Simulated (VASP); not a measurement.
# InSe (C2/m) in VASP: single point with PBE+D3(BJ)

Aim: the single point of InSe with PBE+D3(BJ).

Program: VASP 6.6.1. These are calculated values, not measurements. Logs are shortened: lines on timing, memory, paths and dates and some standing lists are left out, and cuts for length are marked.

**1. The cell of the first run**

Symmetry: C2/m, No. 12, monoclinic system. Conventional cell: a = 6.983 Å, b = 4.032 Å, c = 17.013 Å, α = 90.00°, β = 99.85°, γ = 90.00°. Within 3.5 Å of In (site symmetry m) lie 3 Se at 2.66 Å and 1 In at 2.79 Å. Within 3.5 Å of In (site symmetry m) lie 3 Se at 2.66 Å and 1 In at 2.79 Å. Se (site symmetry m) has 3 In at 2.66 Å within 3.5 Å. Within 3.5 Å of Se (site symmetry m) lie 3 In at 2.66 Å and 1 Se at 3.07 Å.

**2. Single point, PBE+D3(BJ) (the part above a cut slid along it)**

File INCAR:

```
SYSTEM = InSe
PREC = Accurate ; ENCUT = 520
EDIFF = 1E-6 ; ISMEAR = 0
SIGMA = 0.03 ; LREAL = .False.
LASPH = .True. ; NELM = 60
ALGO = Normal ; ISIF = 2
LWAVE = .False. ; LCHARG = .True.
GGA = PE ; IVDW = 12
LELF = .True. ; LVHAR = .True.
NBANDS = 48
```

File KPOINTS:

```
Automatic mesh
0
Gamma
  9 9 2
  0 0 0
```

File POSCAR:

```
InSe
1.0
   -4.0317714892      0.0000000000      0.0000000000
   -2.0158857446     -3.4916165319      0.0000000000
   -3.5275984645     -2.0366599231     16.7623717322
In Se
4 4
Direct
    0.2361216081      0.2361216081      0.1666581952
    0.2778049414      0.2778049414      0.6666581952
    0.1388950586      0.1388950586      0.3333418048
    0.1805783919      0.1805783919      0.8333418048
   -0.0107384997     -0.0107384997      0.5898711349
    0.6142448337      0.6142448337      0.0898711349
   -0.1975448337     -0.1975448337      0.9101288651
    0.4274384997      0.4274384997      0.4101288651
```

Potentials or basis: VASP PAW PBE potentials, release 64 (In_d, Se).

The run is started by

```sh
$ cat potpaw_PBE.64/In_d/POTCAR potpaw_PBE.64/Se/POTCAR > POTCAR
$ mpirun -np 1 vasp_std > vasp.out
```

OUTCAR:

```text
SYSTEM = InSe
   PREC = Accurate
   ENCUT = 520
   EDIFF = 1E-6
   ISMEAR = 0
   LREAL = .False.
   LASPH = .True.
   NELM = 60
   ISIF = 2
   GGA = PE
   IVDW = 12
 IVDW          = 12

 ion  position               nearest neighbor table
   1  0.236  0.236  0.167-   6 2.66   6 2.66   6 2.66   3 2.79
   2  0.278  0.278  0.667-   5 2.66   5 2.66   5 2.66   4 2.79
   3  0.139  0.139  0.333-   8 2.66   8 2.66   8 2.66   1 2.79
   4  0.181  0.181  0.833-   7 2.66   7 2.66   7 2.66   2 2.79
   5  0.989  0.989  0.590-   2 2.66   2 2.66   2 2.66
   6  0.614  0.614  0.090-   1 2.66   1 2.66   1 2.66
   7  0.802  0.802  0.910-   4 2.66   4 2.66   4 2.66
   8  0.427  0.427  0.410-   3 2.66   3 2.66   3 2.66

  LATTYP: Found a base centered monoclinic cell.
 ALAT       =     6.9832330638
 B/A-ratio  =     0.5773502692
 C/A-ratio  =     2.4362747539
 COS(beta)  =    -0.1710398219

  Lattice vectors:

 A1 = (  -4.0317714892,   0.0000000000,   0.0000000000)
 A2 = (  -2.0158857446,  -3.4916165319,   0.0000000000)
 A3 = (   2.5200587693,   1.4549566088,  16.7623717322)

Analysis of symmetry for initial positions (statically):
=====================================================================
 Subroutine PRICEL returns:
 Original cell was already a primitive cell.

 Routine SETGRP: Setting up the symmetry group for a
 base centered monoclinic supercell.

 Subroutine GETGRP returns: Found  4 space group operations
 (whereof  2 operations were pure point group operations)
 out of a pool of  4 trial point group operations.

The static configuration has the point symmetry C_1h.
 The point group associated with its full space group is C_2h.

Analysis of symmetry for dynamics (positions and initial velocities):
=====================================================================
 Subroutine PRICEL returns:
 Original cell was already a primitive cell.

 Routine SETGRP: Setting up the symmetry group for a
 base centered monoclinic supercell.

 Subroutine GETGRP returns: Found  4 space group operations
 (whereof  2 operations were pure point group operations)
 out of a pool of  4 trial point group operations.

The dynamic configuration has the point symmetry C_1h.
 The point group associated with its full space group is C_2h.

 Subroutine INISYM returns: Found  4 space group operations
 (whereof  2 operations are pure point group operations),
 and found     1 'primitive' translations

----------------------------------------------------------------------------------------

                                     Primitive cell

  volume of cell :     235.9706

  direct lattice vectors                    reciprocal lattice vectors
    -4.031771489  0.000000000  0.000000000    -0.248029930  0.143200147 -0.034798178
    -2.015885745 -3.491616532  0.000000000     0.000000000 -0.286400294 -0.034798178
    -3.527598465 -2.036659923 16.762371732     0.000000000  0.000000000  0.059657429

  length of vectors
     4.031771489  4.031771489 17.250189583     0.288506571  0.288506571  0.059657429

  position of ions in fractional coordinates (direct lattice)
     0.236121608  0.236121608  0.166658195
     0.277804941  0.277804941  0.666658195
     0.138895059  0.138895059  0.333341805
     0.180578392  0.180578392  0.833341805
     0.989261500  0.989261500  0.589871135
     0.614244834  0.614244834  0.089871135
     0.802455166  0.802455166  0.910128865
     0.427438500  0.427438500  0.410128865

  ion indices of the primitive-cell ions
   primitive index   ion index
                 1           1
                 2           2
                 3           3
                 4           4
                 5           5
                 6           6
                 7           7
                 8           8

----------------------------------------------------------------------------------------

 KPOINTS: Automatic mesh

Automatic generation of k-mesh.
 Grid dimensions read from file:
 generate k-points for:    9    9    2

 Generating k-lattice:

  Cartesian coordinates                     Fractional coordinates (reciprocal lattice)
    -0.027558881  0.015911127 -0.003866464     0.111111111 -0.000000000  0.000000000
     0.000000000 -0.031822255 -0.003866464     0.000000000  0.111111111  0.000000000
     0.000000000  0.000000000  0.029828714     0.000000000  0.000000000  0.500000000

  Length of vectors
     0.032056286  0.032056286  0.029828714

  Shift w.r.t. Gamma in fractional coordinates (k-lattice)
     0.000000000  0.000000000  0.000000000

 Subroutine IBZKPT returns following result:
 ===========================================

 Found     50 irreducible k-points:

 Following reciprocal coordinates:
            Coordinates               Weight
  0.000000  0.000000  0.000000      1.000000
  0.111111  0.000000  0.000000      4.000000
  0.222222 -0.000000 -0.000000      4.000000
  0.333333 -0.000000 -0.000000      4.000000
  0.444444 -0.000000 -0.000000      4.000000
  0.111111  0.111111  0.000000      2.000000
[... 16 lines left out ...]
 -0.333333  0.333333  0.000000      2.000000
  0.444444  0.444444 -0.000000      2.000000
 [... further k-points ...]
   k-points           NKPTS =     50   k-points in BZ     NKDIM =     50   number of bands    NBANDS=     48
   number of dos      NEDOS =    301   number of ions     NIONS =      8
   total plane-waves  NPLWV = 115200
   dimension x,y,z NGX =    30 NGY =   30 NGZ =  128
   dimension x,y,z NGXF=    60 NGYF=   60 NGZF=  256
   ions per type =               4   4
   NGX,Y,Z   is equivalent  to a cutoff of  12.37, 12.37, 12.34 a.u.
   NGXF,Y,Z  is equivalent  to a cutoff of  24.74, 24.74, 24.67 a.u.
 SYSTEM =  InSe
   PREC   = accura    normal or accurate (medium, high low for compatibility)
   ISTART =      0    job   : 0-new  1-cont  2-samecut
   ICHARG =      2    charge: 1-file 2-atom 10-const
   ISPIN  =      1    spin polarized calculation?
   LNONCOLLINEAR =      F non collinear calculations
   LSORBIT =      F    spin-orbit coupling
   LASPH  =      T    aspherical Exc in radial PAW
   ENCUT  =  520.0 eV  38.22 Ry    6.18 a.u.   7.50  7.50 32.07*2*pi/ulx,y,z
   NELM   =     60;   NELMIN=  2; NELMDL= -5     # of ELM steps
   EDIFF  = 0.1E-05   stopping-criterion for ELM
   LREAL  =      F    real-space projection
   EDIFFG = 0.1E-04   stopping-criterion for IOM
   NSW    =      0    number of steps for IOM
   IBRION =     -1    ionic relax: 0-MD 1-quasi-New 2-CG
   NFREE  =      0    steps in history (QN), initial steepest desc. (CG)
   ISIF   =      2    stress and relaxation
   ISYM   =      2    0-nonsym 1-usesym 2-fastsym
   POTIM  = 0.5000    time-step for ionic-motion
   TEBEG  =    0.0;   TEEND  =   0.0 temperature during run
   PSTRESS=    0.0 pullay stress
   NELECT =      76.0000    total number of electrons
   NUPDOWN=      -1.0000    fix difference up-down
   EMIN   =  10.00;   EMAX   =-10.00  energy-range for DOS
   EFERMI =   0.00;   METHOD = LEGACY
   ISMEAR =     0;   SIGMA  =   0.03  broadening in eV -4-tet -1-fermi 0-gaus
   EFERMI_NEDOS =   21; number of points for ismear=-14 and -15
   IALGO  =     38    algorithm
   IMIX   =      4    mixing-type and parameters
     AMIX     =   0.40;   BMIX     =  1.00
     AMIX_MAG =   1.60;   BMIX_MAG =  1.00
  volume/ion in A,a.u.               =      29.50       199.05
  Fermi-wavevector in a.u.,A,eV,Ry     =   1.122174  2.120601 17.133458  1.259274
  Thomas-Fermi vector in A             =   2.258832
   LORBIT       =      0    0 simple, 1 ext, 2 COOP (PROOUT), +10 PAW based schemes
   GGA     = PE    functional components
   LHFCALC =     F    Hartree Fock is set to
   AEXX    =    0.0000 exact exchange contribution
   IVDW    =    12    specifies the selected vdW correction
   LEPSILON=     F    determine dielectric tensor
   LRPA    =     F    only Hartree local field effects (RPA)
 non-spin polarized calculation
 Gauss-broadening in eV      SIGMA  =   0.03
  energy-cutoff  :      520.00
  volume of cell :      235.97
 maximum number of plane-waves:      6399
 NGX is ok and might be reduce to    30
   NGX = 15   NGY = 15   NGZ = 63

 number of electron      75.9999998 magnetization

 Free energy of the ion-electron system (eV)
  ---------------------------------------------------
  ext. energy  EPLUGINS =         0.00000000
  ---------------------------------------------------
  free energy    TOTEN  =       -28.09679270 eV

  energy without entropy =      -28.09674206  energy(sigma->0) =      -28.09676738

 E-fermi :   4.3539     XC(G=0):  -8.8585

 val. band max:        4.3182133042   @ k =   0.0000   0.0000   0.0000
 cond. band min:       4.3896424033   @ k =   0.0000   0.0000   0.0000
 fundamental gap:      0.0714290992
 Fermi energy:         4.3539278530

 k-point     1 :       0.0000    0.0000    0.0000
  band No.  band energies     occupation
      1     -10.7452      2.00000
      2     -10.7444      2.00000
      3     -10.5642      2.00000
      4     -10.5640      2.00000
      5     -10.5612      2.00000
      6     -10.5611      2.00000
[... 40 lines left out ...]
     47       9.4232      0.00000
     48       9.4408      0.00000

 k-point     2 :       0.1111    0.0000    0.0000
  band No.  band energies     occupation
      1     -10.7460      2.00000
      2     -10.7439      2.00000
      3     -10.6120      2.00000
      4     -10.6013      2.00000
      5     -10.5598      2.00000
      6     -10.5596      2.00000
[... 40 lines left out ...]
     47       8.8942      0.00000
     48       9.1651      0.00000

 k-point     3 :       0.2222   -0.0000   -0.0000
  band No.  band energies     occupation
      1     -10.7709      2.00000
      2     -10.7569      2.00000
      3     -10.6813      2.00000
      4     -10.6676      2.00000
      5     -10.6183      2.00000
      6     -10.6029      2.00000
[... 1060 lines left out ...]
     47       9.6009      0.00000
     48       9.6381      0.00000

 k-point    24 :       0.4444    0.4444   -0.0000
  band No.  band energies     occupation
      1     -10.8779      2.00000
      2     -10.8504      2.00000
      3     -10.7441      2.00000
      4     -10.7383      2.00000
      5     -10.6866      2.00000
      6     -10.6859      2.00000
[... 40 lines left out ...]
     47       8.3047      0.00000
     48       8.7407      0.00000

 [... further k-points ...]

------------------------ aborting loop because EDIFF is reached ----------------------------------------

 Edisp (eV)   -2.36956

 E8    (eV) :    -1.0848

  FORCE on cell =-STRESS in cart. coord.  units (eV):
  Direction    XX          YY          ZZ          XY          YZ          ZX
  --------------------------------------------------------------------------------------
  -------------------------------------------------------------------------------------
  Total       0.15977     0.12505     2.48116     0.03007     0.33857     0.58643
  in kB       1.08481     0.84908    16.84643     0.20415     2.29883     3.98168
  external pressure =        6.26 kB  Pullay stress =        0.00 kB

 VOLUME and BASIS-vectors are now :
 -----------------------------------------------------------------------------
  energy-cutoff  :      520.00
  volume of cell :      235.97
      direct lattice vectors                 reciprocal lattice vectors
    -4.031771489  0.000000000  0.000000000    -0.248029930  0.143200147 -0.034798178
    -2.015885745 -3.491616532  0.000000000     0.000000000 -0.286400294 -0.034798178
    -3.527598465 -2.036659923 16.762371732     0.000000000  0.000000000  0.059657429

 POSITION                                       TOTAL-FORCE (eV/Angst)
 -----------------------------------------------------------------------------------
     -2.01589     -1.16387      2.79359        -0.016128     -0.009311      0.177866
     -4.03177     -2.32774     11.17477        -0.010229     -0.005906     -0.004033
     -2.01589     -1.16387      5.58760         0.010229      0.005906      0.004033
     -4.03177     -2.32774     13.96879         0.016128      0.009311     -0.177866
     -8.06354     -4.65549      9.88764        -0.004432     -0.002559     -0.010244
     -4.03177     -2.32774      1.50645         0.165989      0.095834      0.440689
     -8.06354     -4.65549     15.25592        -0.165989     -0.095834     -0.440689
     -4.03177     -2.32774      6.87473         0.004432      0.002559      0.010244
 -----------------------------------------------------------------------------------
    total drift:                                0.000000      0.000000      0.000001

  FREE ENERGIE OF THE ION-ELECTRON SYSTEM (eV)
  ---------------------------------------------------
  free  energy   TOTEN  =       -30.4663542767 eV

  energy  without entropy=      -30.4663036295  energy(sigma->0) =      -30.46632895
```

Run time: 17 min. Hardware: 1 thread of Intel Xeon 8259CL, shared host; peak memory 0.6 GiB.

Results:

```yaml
Free_energy: -30.4664 eV
Pressure: 0.6 GPa
Largest_force: 0.481 eV/Å
Band_gap_on_the_k_mesh: 0.07 eV
Dispersion_energy_per_atom: -0.296 eV
```

Forces on the atoms (eV/Å):
```
In  -0.016 -0.009  0.178
In  -0.010 -0.006 -0.004
In   0.010  0.006  0.004
In   0.016  0.009 -0.178
Se  -0.004 -0.003 -0.010
Se   0.166  0.096  0.441
Se  -0.166 -0.096 -0.441
Se   0.004  0.003  0.010
```

Caveat: the cell differs from its parent crystal (the part above a cut slid along it); semilocal functionals underestimate gaps, and a narrow one can read as zero; spin-orbit coupling is left out, which moves the levels of the heavy elements.
